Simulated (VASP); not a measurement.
# AlN (P1) in VASP: notebook

The runs below take AlN through single point, with PBE.

All numbers are computed with VASP 6.6.1; they aren't measurements. Logs are shortened: lines on timing, memory, paths and dates and some standing lists are left out, and cuts for length are marked.

## 1. The cell of the first run

The typed cell holds 4 atoms: a = 3.113 Å, b = 3.113 Å, c = 5.393 Å, α = 73.22°, β = 73.22°, γ = 60.00°.

## 2. Single point, PBE (mode 4 frozen in at -0.102 Å and mode 10 at +0.000 Å (largest displacements))

INCAR reads:

```
ALGO = Normal
EDIFF = 1E-6
ENCUT = 520
GGA = PE
ISIF = 2
ISMEAR = 0
LASPH = T
LCHARG = F
LREAL = F
LWAVE = F
NBANDS = 16
NELM = 100
PREC = Accurate
SIGMA = 0.05
```

KPOINTS reads:

```
k-points
0
Gamma
  6 6 6
```

POSCAR reads:

```
AlN
1.0
    0.0000000000     -2.2015682416     -2.2015682416
   -2.2015682416      0.0000000000     -2.2015682416
    2.2015682416      2.2015682416     -4.4031364832
Al N
2 2
Direct
   -0.0081240798      0.0362227331      0.0000000000
    0.5081240798      0.4637772669      0.5000000000
    0.3677204149      0.4074573950      0.8750000000
    0.8822795851      0.8425426050      0.3750000000
```

Potentials or basis: VASP PAW PBE potentials, release 64 (Al, N).

Launch:

```bash
$ cat potpaw_PBE.64/Al/POTCAR potpaw_PBE.64/N/POTCAR > POTCAR
$ mpirun -np 1 vasp_std > vasp.out
```

OUTCAR:

```text
EDIFF = 1E-6
   ENCUT = 520
   GGA = PE
   ISIF = 2
   ISMEAR = 0
   LASPH = T
   LREAL = F
   NELM = 100
   PREC = Accurate

 ion  position               nearest neighbor table
   1  0.992  0.036  0.000-   3 1.90   3 1.90   3 1.92   4 1.92   2 3.01   2 3.03   2 3.09   2 3.15
                             2 3.21   2 3.23
   2  0.508  0.464  0.500-   4 1.90   4 1.91   4 1.91   3 1.92   1 3.01   1 3.03   1 3.09   1 3.15
                             1 3.21   1 3.23
   3  0.368  0.407  0.875-   1 1.90   1 1.90   1 1.92   2 1.92
   4  0.882  0.843  0.375-   2 1.90   2 1.91   2 1.91   1 1.92

  LATTYP: Found a trigonal (rhomboedric) cell.
 ALAT       =     5.3927188258
 COS(alpha) =     0.8333333333

  Lattice vectors:

 A1 = (   2.2015682416,   4.4031364832,  -2.2015682416)
 A2 = (   4.4031364832,   2.2015682416,  -2.2015682416)
 A3 = (   2.2015682416,   2.2015682416,  -4.4031364832)

Analysis of symmetry for initial positions (statically):
=====================================================================
 Subroutine PRICEL returns:
 Original cell was already a primitive cell.

 Routine SETGRP: Setting up the symmetry group for a
 trigonal (rhombohedral) supercell.

 Subroutine GETGRP returns: Found  1 space group operations
 (whereof  1 operations were pure point group operations)
 out of a pool of 12 trial point group operations.

The static configuration has the point symmetry C_1 .

Analysis of symmetry for dynamics (positions and initial velocities):
=====================================================================
 Subroutine PRICEL returns:
 Original cell was already a primitive cell.

 Routine SETGRP: Setting up the symmetry group for a
 trigonal (rhombohedral) supercell.

 Subroutine GETGRP returns: Found  1 space group operations
 (whereof  1 operations were pure point group operations)
 out of a pool of 12 trial point group operations.

The dynamic configuration has the point symmetry C_1 .

 Subroutine INISYM returns: Found  1 space group operations
 (whereof  1 operations are pure point group operations),
 and found     1 'primitive' translations

----------------------------------------------------------------------------------------

                                     Primitive cell

  volume of cell :      42.6831

  direct lattice vectors                    reciprocal lattice vectors
     0.000000000 -2.201568242 -2.201568242     0.113555417 -0.340666251 -0.113555417
    -2.201568242  0.000000000 -2.201568242    -0.340666251  0.113555417 -0.113555417
     2.201568242  2.201568242 -4.403136483     0.113555417  0.113555417 -0.113555417

  length of vectors
     3.113487666  3.113487666  5.392718826     0.376620712  0.376620712  0.196683752

  position of ions in fractional coordinates (direct lattice)
     0.991875920  0.036222733  0.000000000
     0.508124080  0.463777267  0.500000000
     0.367720415  0.407457395  0.875000000
     0.882279585  0.842542605  0.375000000

  ion indices of the primitive-cell ions
   primitive index   ion index
                 1           1
                 2           2
                 3           3
                 4           4

----------------------------------------------------------------------------------------

 KPOINTS: k-points

Automatic generation of k-mesh.
 Grid dimensions read from file:
 generate k-points for:    6    6    6

 Generating k-lattice:

  Cartesian coordinates                     Fractional coordinates (reciprocal lattice)
     0.018925903 -0.056777709 -0.018925903     0.166666667  0.000000000  0.000000000
    -0.056777709  0.018925903 -0.018925903     0.000000000  0.166666667  0.000000000
     0.018925903  0.018925903 -0.018925903     0.000000000  0.000000000  0.166666667

  Length of vectors
     0.062770119  0.062770119  0.032780625

  Shift w.r.t. Gamma in fractional coordinates (k-lattice)
     0.000000000  0.000000000  0.000000000

 Subroutine IBZKPT returns following result:
 ===========================================

 Found    112 irreducible k-points:

 Following reciprocal coordinates:
            Coordinates               Weight
  0.000000  0.000000  0.000000      1.000000
  0.166667  0.000000 -0.000000      2.000000
  0.000000  0.166667 -0.000000      2.000000
 -0.166667 -0.166667 -0.166667      2.000000
  0.333333  0.000000  0.000000      2.000000
  0.000000  0.333333  0.000000      2.000000
[... 16 lines left out ...]
 -0.166667  0.500000 -0.000000      2.000000
 -0.333333  0.500000  0.500000      2.000000
 [... further k-points ...]
   k-points           NKPTS =    112   k-points in BZ     NKDIM =    112   number of bands    NBANDS=     16
   number of dos      NEDOS =    301   number of ions     NIONS =      4
   total plane-waves  NPLWV =  23040
   dimension x,y,z NGX =    24 NGY =   24 NGZ =   40
   dimension x,y,z NGXF=    48 NGYF=   48 NGZF=   80
   ions per type =               2   2
   NGX,Y,Z   is equivalent  to a cutoff of  12.81, 12.81, 12.33 a.u.
[... 34 lines left out ...]
  Thomas-Fermi vector in A             =   2.316693
   LORBIT       =      0    0 simple, 1 ext, 2 COOP (PROOUT), +10 PAW based schemes
   GGA     = PE    functional components
   LHFCALC =     F    Hartree Fock is set to
   AEXX    =    0.0000 exact exchange contribution
   IVDW    =     0    specifies the selected vdW correction
   LEPSILON=     F    determine dielectric tensor
   LRPA    =     F    only Hartree local field effects (RPA)
 non-spin polarized calculation
 Gauss-broadening in eV      SIGMA  =   0.05
  energy-cutoff  :      520.00
  volume of cell :       42.68
 maximum number of plane-waves:      1168
   NGX = 11   NGY = 11   NGZ = 21

 number of electron      16.0000003 magnetization

 Free energy of the ion-electron system (eV)
  ---------------------------------------------------
  ext. energy  EPLUGINS =         0.00000000
  ---------------------------------------------------
  free energy    TOTEN  =       -29.61758536 eV

  energy without entropy =      -29.61758536  energy(sigma->0) =      -29.61758536

 E-fermi :   6.1177     XC(G=0): -10.8344

 val. band max:        5.8254398572   @ k =   0.0000   0.0000   0.0000
 cond. band min:       9.0633024805   @ k =   0.5000   0.0000   0.5000
 fundamental gap:      3.2378626233
 Fermi energy:         6.1176571081

 k-point     1 :       0.0000    0.0000    0.0000
  band No.  band energies     occupation
      1      -9.0879      2.00000
      2      -7.1036      2.00000
      3       0.0042      2.00000
      4       5.2598      2.00000
      5       5.2842      2.00000
      6       5.7419      2.00000
[... 8 lines left out ...]
     15      18.0990      0.00000
     16      18.2449      0.00000

 k-point     2 :       0.1667    0.0000   -0.0000
  band No.  band energies     occupation
      1      -8.7311      2.00000
      2      -6.9296      2.00000
      3       0.4622      2.00000
      4       3.9990      2.00000
      5       4.2354      2.00000
      6       5.0229      2.00000
[... 8 lines left out ...]
     15      18.3624      0.00000
     16      18.8261      0.00000

 k-point     3 :       0.0000    0.1667   -0.0000
  band No.  band energies     occupation
      1      -8.7313      2.00000
      2      -6.9280      2.00000
      3       0.4596      2.00000
      4       3.9563      2.00000
      5       4.2515      2.00000
      6       5.0484      2.00000
[... 8 lines left out ...]
     15      18.3317      0.00000
     16      18.5274      0.00000

 k-point     4 :      -0.1667   -0.1667   -0.1667
  band No.  band energies     occupation
      1      -8.7312      2.00000
      2      -6.9287      2.00000
      3       0.4607      2.00000
      4       3.9734      2.00000
      5       4.2454      2.00000
      6       5.0375      2.00000
[... 8 lines left out ...]
     15      18.3085      0.00000
     16      18.6831      0.00000
[... 324 lines left out ...]
 k-point    22 :      -0.1667    0.3333   -0.1667
  band No.  band energies     occupation
      1      -7.0826      2.00000
      2      -6.6006      2.00000
      3       1.1157      2.00000
      4       1.5347      2.00000
      5       2.8605      2.00000
      6       3.4921      2.00000
[... 8 lines left out ...]
     15      18.6758      0.00000
     16      19.1376      0.00000

 k-point    23 :      -0.1667    0.5000   -0.0000
  band No.  band energies     occupation
      1      -7.0808      2.00000
      2      -6.6020      2.00000
      3       1.1120      2.00000
      4       1.5315      2.00000
      5       2.8687      2.00000
      6       3.5002      2.00000
[... 8 lines left out ...]
     15      18.4379      0.00000
     16      19.2719      0.00000

 k-point    24 :      -0.3333    0.5000    0.5000
  band No.  band energies     occupation
      1      -7.0740      2.00000
      2      -6.6116      2.00000
      3       1.1420      2.00000
      4       1.5200      2.00000
      5       2.8757      2.00000
      6       3.4825      2.00000
[... 8 lines left out ...]
     15      18.4041      0.00000
     16      19.3261      0.00000

 [... further k-points ...]
[... 5 lines left out ...]
  --------------------------------------------------------------------------------------
  -------------------------------------------------------------------------------------
  Total       -0.3553379      0.0724235     -0.1776521      0.0224742     -0.0219183     -0.0236580
  in kB      -13.3381503      2.7185260     -6.6684444      0.8436027     -0.8227356     -0.8880384
  external PRESSURE =      -5.7626896 kB  Pullay stress =       0.0000000 kB

 VOLUME and BASIS-vectors are now :
 -----------------------------------------------------------------------------
  energy-cutoff  :      520.00
  volume of cell :       42.68
      direct lattice vectors                 reciprocal lattice vectors
     0.000000000 -2.201568242 -2.201568242     0.113555417 -0.340666251 -0.113555417
    -2.201568242  0.000000000 -2.201568242    -0.340666251  0.113555417 -0.113555417
     2.201568242  2.201568242 -4.403136483     0.113555417  0.113555417 -0.113555417

 POSITION                                       TOTAL-FORCE (eV/Angst)
 -----------------------------------------------------------------------------------
     -0.07975     -2.18368     -2.26343         0.436464     -0.051108      0.274434
      0.07975     -0.01789     -4.34128        -0.361301      0.133654     -0.352789
      1.02933      1.11681     -5.55935         0.152661     -0.084977      0.188421
     -1.02933     -1.11681     -5.44849        -0.227823      0.002430     -0.110065
 -----------------------------------------------------------------------------------
    total drift:                               -0.000027     -0.000033      0.000020

  FREE ENERGIE OF THE ION-ELECTRON SYSTEM (eV)
  ---------------------------------------------------
  free  energy   TOTEN  =       -29.6175853637 eV

  energy  without entropy=      -29.6175853637  energy(sigma->0) =      -29.61758536
```

Wall time 53 s (1 thread of Intel Xeon Platinum 8488C (Sapphire Rapids), shared host); peak memory 0.19 GiB.

What came out:

```
Free energy            : -29.6176 eV
Pressure               : -0.6 GPa
Largest force          : 0.522 eV/Å
Band gap on the k mesh : 3.24 eV, indirect (least direct gap 3.73 eV)
```

Forces in eV/Å, atoms in the order of the input:
```
Al   0.436 -0.051  0.274
Al  -0.361  0.134 -0.353
N    0.153 -0.085  0.188
N   -0.228  0.002 -0.110
```

Stress tensor (GPa, compression positive):
```
-1.33  0.08 -0.09
 0.08  0.27 -0.08
-0.09 -0.08 -0.67
```

Levels at points of the mesh, in eV from the valence-band top:
| k point | band 6 | band 7 | band 8 | band 9 | band 10 | band 11 |
| --- | --- | --- | --- | --- | --- | --- |
| (0.00, 0.00, 0.00) | -0.08 | -0.07 | 0.00 | 3.87 | 7.05 | 9.54 |
| (0.50, 0.00, 0.00) | -2.31 | -1.23 | -1.22 | 5.70 | 5.73 | 9.42 |
| (0.00, 0.50, 0.00) | -2.08 | -1.27 | -1.21 | 5.63 | 5.77 | 9.23 |
| (0.50, 0.50, 0.50) | -2.16 | -1.25 | -1.21 | 5.66 | 5.76 | 9.26 |
| (0.50, 0.50, 0.00) | -1.80 | -0.56 | -0.53 | 3.25 | 7.04 | 8.34 |
| (0.00, 0.50, 0.50) | -1.81 | -0.56 | -0.55 | 3.26 | 7.07 | 8.29 |
| (0.50, 0.00, 0.50) | -1.80 | -0.58 | -0.49 | 3.24 | 6.99 | 8.40 |
| (0.00, 0.00, 0.50) | -0.42 | -0.22 | -0.22 | 6.13 | 6.13 | 10.59 |

Caveat: the cell differs from its parent crystal (mode 4 frozen in at -0.102 Å and mode 10 at +0.000 Å (largest displacements)). A k mesh can miss the band edges.

## 3. Single point, PBE (mode 4 frozen in at -0.205 Å and mode 10 at +0.000 Å (largest displacements))

INCAR reads:

```
  PREC = Accurate
  ENCUT = 520
  EDIFF = 1E-6
  ISMEAR = 0
  SIGMA = 0.05
  LREAL = F
  LASPH = T
  NELM = 60
  ALGO = Normal
  ISIF = 2
  LWAVE = F
  LCHARG = F
  GGA = PE
  NBANDS = 16
```

KPOINTS reads:

```
Automatic mesh
0
Gamma
  6 6 6
```

POSCAR reads:

```
AlN
1.0
    0.0000000000     -2.2015682416     -2.2015682416
   -2.2015682416      0.0000000000     -2.2015682416
    2.2015682416      2.2015682416     -4.4031364832
Al N
2 2
Direct
   -0.0162481596      0.0724454663      0.0000000000
    0.5162481596      0.4275545337      0.5000000000
    0.3604408298      0.4399147901      0.8750000000
    0.8895591702      0.8100852099      0.3750000000
```

Potentials or basis: VASP PAW PBE potentials, release 64 (Al, N).

Launch:

```bash
$ cat potpaw_PBE.64/Al/POTCAR potpaw_PBE.64/N/POTCAR > POTCAR
$ mpirun -np 1 vasp_std > vasp.out
```

Run time: 66 s. Hardware: 1 thread of Intel Xeon Platinum 8488C (Sapphire Rapids), shared host; peak memory 0.19 GiB.

It converged, with:

| Item | Value |
| --- | --- |
| Free energy | -29.3921 eV |
| Pressure | -1.4 GPa |
| Largest force | 1.053 eV/Å |
| Band gap on the k mesh | 3.07 eV, indirect (least direct gap 3.55 eV) |

Forces on the atoms (eV/Å):
```
Al   0.899 -0.046  0.487
Al  -0.635  0.344 -0.767
N    0.251 -0.244  0.449
N   -0.514 -0.054 -0.170
```

Stress tensor (GPa, compression positive):
```
-4.35  0.48 -0.56
 0.48  1.90 -0.45
-0.56 -0.45 -1.83
```

Levels at points of the mesh, in eV from the valence-band top:
```tsv
k point	band 5	band 6	band 7	band 8	band 9	band 10	band 11	band 12
(0.00, 0.00, 0.00)	-0.70	-0.30	-0.24	0.00	3.55	6.75	9.15	10.67
(0.50, 0.00, 0.00)	-2.63	-2.44	-1.34	-1.33	5.42	5.46	8.69	9.11
(0.00, 0.50, 0.00)	-2.82	-1.91	-1.45	-1.36	5.23	5.51	8.58	10.16
(0.50, 0.50, 0.50)	-2.78	-2.11	-1.38	-1.35	5.32	5.49	8.49	9.84
(0.50, 0.50, 0.00)	-2.03	-1.93	-0.79	-0.66	3.13	6.71	8.00	9.41
(0.00, 0.50, 0.50)	-2.01	-1.95	-0.76	-0.72	3.17	6.83	7.85	9.54
(0.50, 0.00, 0.50)	-2.03	-1.92	-0.86	-0.52	3.07	6.51	8.24	9.28
(0.00, 0.00, 0.50)	-0.68	-0.68	-0.31	-0.28	5.79	5.81	10.20	10.27
```

Caveat: the cell differs from its parent crystal (mode 4 frozen in at -0.205 Å and mode 10 at +0.000 Å (largest displacements)); forces of over 1 eV/Å act on the atoms, so gaps and moduli don't describe the material at rest. A k mesh can miss the band edges.

## 4. Single point, PBE (mode 4 frozen in at -0.205 Å and mode 10 at -0.060 Å (largest displacements))

INCAR reads:

```
ALGO     = Normal         # electronic algorithm
EDIFF    = 1E-6           # SCF threshold, eV
ENCUT    = 520            # plane-wave cutoff, eV
GGA      = PE             # functional
ISIF     = 2              # what is computed and relaxed
ISMEAR   = 0              # smearing method
LASPH    = True           # aspherical terms in the spheres
LCHARG   = False          # write CHGCAR
LREAL    = False          # projectors in reciprocal space
LWAVE    = False          # write WAVECAR
NBANDS   = 16             # bands
NELM     = 60             # most SCF steps
PREC     = Accurate       # precision mode
SIGMA    = 0.05           # smearing width, eV
```

KPOINTS reads:

```
k-points
0
Gamma
  6 6 6
```

POSCAR reads:

```
AlN
1.0
    0.0000000000     -2.2015682416     -2.2015682416
   -2.2015682416      0.0000000000     -2.2015682416
    2.2015682416      2.2015682416     -4.4031364832
Al N
2 2
Direct
   -0.0197851797      0.0689084462     -0.0035370201
    0.5127111395      0.4240175136      0.4964629799
    0.3672541549      0.4467281151      0.8818133250
    0.8963724952      0.8168985349      0.3818133250
```

Launch:

```bash
$ cat potpaw_PBE.64/Al/POTCAR potpaw_PBE.64/N/POTCAR > POTCAR
$ mpirun -np 1 vasp_std > vasp.out
```

Run time: 64 s. Hardware: 1 thread of Intel Xeon Platinum 8488C (Sapphire Rapids), shared host; peak memory 0.19 GiB.

The run converged. Its results:

| Item | Value |
| --- | --- |
| Free energy | -29.2600 eV |
| Pressure | 0.0 GPa |
| Largest force | 2.112 eV/Å |
| Band gap on the k mesh | 2.92 eV, indirect (least direct gap 3.39 eV) |

Forces on the atoms (eV/Å):
```
Al   0.889 -0.205 -0.673
Al  -0.765  0.354 -1.937
N    0.298 -0.122  1.675
N   -0.421 -0.027  0.935
```

Stress tensor (GPa, compression positive):
```
-2.58 -4.73 -1.08
-4.73  3.80 -1.01
-1.08 -1.01 -1.24
```

Levels at points of the mesh, in eV from the valence-band top:
```
           k point  band 5  band 6  band 7  band 8  band 9  band 10  band 11  band 12
(0.00, 0.00, 0.00)   -0.81   -0.65   -0.36    0.00    3.39     6.66     9.02    10.46
(0.50, 0.00, 0.00)   -2.68   -2.47   -1.50   -1.42    5.18     5.36     8.55     9.00
(0.00, 0.50, 0.00)   -2.86   -1.98   -1.58   -1.47    5.07     5.31     8.41    10.02
(0.50, 0.50, 0.50)   -2.85   -2.21   -1.69   -1.66    5.18     5.39     8.39     9.79
(0.50, 0.50, 0.00)   -2.29   -1.99   -1.15   -0.72    3.00     6.59     7.89     9.25
(0.00, 0.50, 0.50)   -2.13   -2.07   -0.94   -0.70    3.02     6.63     7.65     9.35
(0.50, 0.00, 0.50)   -2.16   -2.04   -1.02   -0.52    2.92     6.32     8.08     9.09
(0.00, 0.00, 0.50)   -1.03   -0.83   -0.61   -0.37    5.69     5.73    10.03    10.13
```

Caveat: the cell differs from its parent crystal (mode 4 frozen in at -0.205 Å and mode 10 at -0.060 Å (largest displacements)); forces of over 1 eV/Å act on the atoms, so gaps and moduli don't describe the material at rest. A k mesh can miss the band edges.

## 5. Single point, PBE (mode 4 frozen in at -0.205 Å and mode 10 at +0.060 Å (largest displacements))

INCAR reads:

```
SYSTEM = AlN
  ALGO = Normal
  EDIFF = 1E-6
  ENCUT = 520
  GGA = PE
  ISIF = 2
  ISMEAR = 0
  LASPH = .True.
  LCHARG = .False.
  LREAL = .False.
  LWAVE = .False.
  NBANDS = 16
  NELM = 60
  PREC = Accurate
  SIGMA = 0.05
```

KPOINTS reads:

```
k-points
0
Gamma
  6 6 6
  0 0 0
```

POSCAR reads:

```
AlN
1.0
    0.0000000000     -2.2015682416     -2.2015682416
   -2.2015682416      0.0000000000     -2.2015682416
    2.2015682416      2.2015682416     -4.4031364832
Al N
2 2
Direct
   -0.0127111395      0.0759824864      0.0035370201
    0.5197851797      0.4310915538      0.5035370201
    0.3536275048      0.4331014651      0.8681866750
    0.8827458451      0.8032718849      0.3681866750
```

Launch:

```bash
$ cat potpaw_PBE.64/Al/POTCAR potpaw_PBE.64/N/POTCAR > POTCAR
$ mpirun -np 1 vasp_std > vasp.out
```

It took 72 s on 1 thread of Intel Xeon Platinum 8488C (Sapphire Rapids), shared host; peak memory 0.19 GiB.

The run converged. Its results:

| Property | Result |
| --- | --- |
| Free energy | -29.3109 eV |
| Pressure | -1.0 GPa |
| Largest force | 1.866 eV/Å |
| Band gap on the k mesh | 3.09 eV, indirect (least direct gap 3.56 eV) |

Forces on the atoms (eV/Å):
```
Al   0.959  0.166  1.593
Al  -0.503  0.315  0.461
N    0.172 -0.337 -0.830
N   -0.628 -0.143 -1.223
```

Stress tensor (GPa, compression positive):
```
-3.52  5.50  0.08
 5.50  2.79  0.07
 0.08  0.07 -2.29
```

Levels at points of the mesh, in eV from the valence-band top:
```
           k point  band 6  band 7  band 8  band 9  band 10  band 11
(0.00, 0.00, 0.00)   -0.32   -0.07    0.00    3.56     6.69     9.14
(0.50, 0.00, 0.00)   -2.53   -1.35   -1.26    5.42     5.52     8.64
(0.00, 0.50, 0.00)   -1.97   -1.42   -1.32    5.26     5.57     8.55
(0.50, 0.50, 0.50)   -2.14   -1.19   -1.15    5.34     5.50     8.44
(0.50, 0.50, 0.00)   -1.77   -0.71   -0.55    3.17     6.68     8.00
(0.00, 0.50, 0.50)   -1.93   -0.91   -0.65    3.20     6.87     7.84
(0.50, 0.00, 0.50)   -1.89   -0.89   -0.56    3.09     6.54     8.16
(0.00, 0.00, 0.50)   -0.53   -0.24   -0.08    5.71     5.80    10.14
```

Caveat: the cell differs from its parent crystal (mode 4 frozen in at -0.205 Å and mode 10 at +0.060 Å (largest displacements)); forces of over 1 eV/Å act on the atoms, so gaps and moduli don't describe the material at rest. A k mesh can miss the band edges.
